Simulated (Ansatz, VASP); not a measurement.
## Two plane-wave programs on CdSe

The input INCAR:

```
SYSTEM = CdSe
ALGO     = Normal         ! electronic algorithm
EDIFF    = 1E-7           ! SCF threshold, eV
ENCUT    = 520            ! plane-wave cutoff, eV
GGA      = PE             ! functional
ISIF     = 2              ! what is computed and relaxed
ISMEAR   = 0              ! smearing method
LASPH    = .True.         ! aspherical terms in the spheres
LCHARG   = .True.         ! write CHGCAR
LELF     = .True.         ! ELF
LREAL    = .False.        ! projectors in reciprocal space
LVHAR    = .True.       
LWAVE    = .False.        ! write WAVECAR
NBANDS   = 26             ! bands
NELM     = 100            ! most SCF steps
PREC     = Accurate       ! precision mode
SIGMA    = 0.05           ! smearing width, eV
```

Contents of KPOINTS:

```
k-points
0
Gamma
  6 6 4
  0 0 0
```

Contents of POSCAR:

```
CdSe
1.0
    4.1910374164      0.0000000000      0.0000000000
   -2.0955187082      3.6295448708      0.0000000000
    0.0000000000      0.0000000000      7.1905800000
Cd Se
2 2
Direct
    0.6666666667      0.3333333333      0.0000000000
    0.3333333333      0.6666666667      0.5000000000
    0.6666666667      0.3333333333      0.3750000000
    0.3333333333      0.6666666667      0.8750000000
```

Input for Ansatz:

```yaml
crystal:
  lattice:
    - [4.1910374164, 0.0, 0.0]
    - [-2.0955187082, 3.6295448708, 0.0]
    - [0.0, 0.0, 7.19058]
  atoms:
    - { symbol: Cd, position: [0.6666666667, 0.3333333333, 0.0] }
    - { symbol: Cd, position: [0.3333333333, 0.6666666667, 0.5] }
    - { symbol: Se, position: [0.6666666667, 0.3333333333, 0.375] }
    - { symbol: Se, position: [0.3333333333, 0.6666666667, 0.875] }
basis:
  ecutwfc: 420
kpoints:
  mp_grid: { grid: [6, 6, 4] }
hamiltonian:
  xc: pbe
scf:
  occupations: { method: gaussian, width: 0.05 }
output:
  forces: true
  stress: true
  eigenvalues: true
```

Change from the starting cell: strain -0.025 along x and y, +0.025 along z, atoms carried along.

Alike in both runs: task single point; functional PBE; k mesh 6 × 6 × 4; occupations gaussian, width 0.05 eV; no spin polarisation.

```csv
,VASP,Ansatz
version,VASP 6.6.1,Ansatz 0.2.0
potentials or method,"VASP PAW PBE potentials, release 64 (Cd, Se), cutoff 520 eV","scalar-relativistic, plane waves, PAW"
valence electrons in the cell,36,72
```

|  | VASP | Ansatz | Ansatz less VASP |
| --- | --- | --- | --- |
| gap on the k mesh at the Fermi level (eV) | 0.65 | 0.65 | 0.000 |
| least direct gap on the mesh (eV) | 0.65 | 0.65 | 0.000 |
| pressure (GPa) | 5.2 | 4.8 | -0.37 |
| traceless stress, the component that is largest in VASP (GPa) | -3.24 | -3.16 | +0.076 |
| rms of the force components (eV/Å) | 0.230 | 0.220 | -0.0096 |

Atom by atom the forces differ by 0.010 eV/Å (rms over components). The functional is the same, so the differences come from potentials, cutoffs and numerics. VASP's potentials hold 36 valence electrons a cell and Ansatz's 72, so a difference there can come from the potentials and not from the codes.
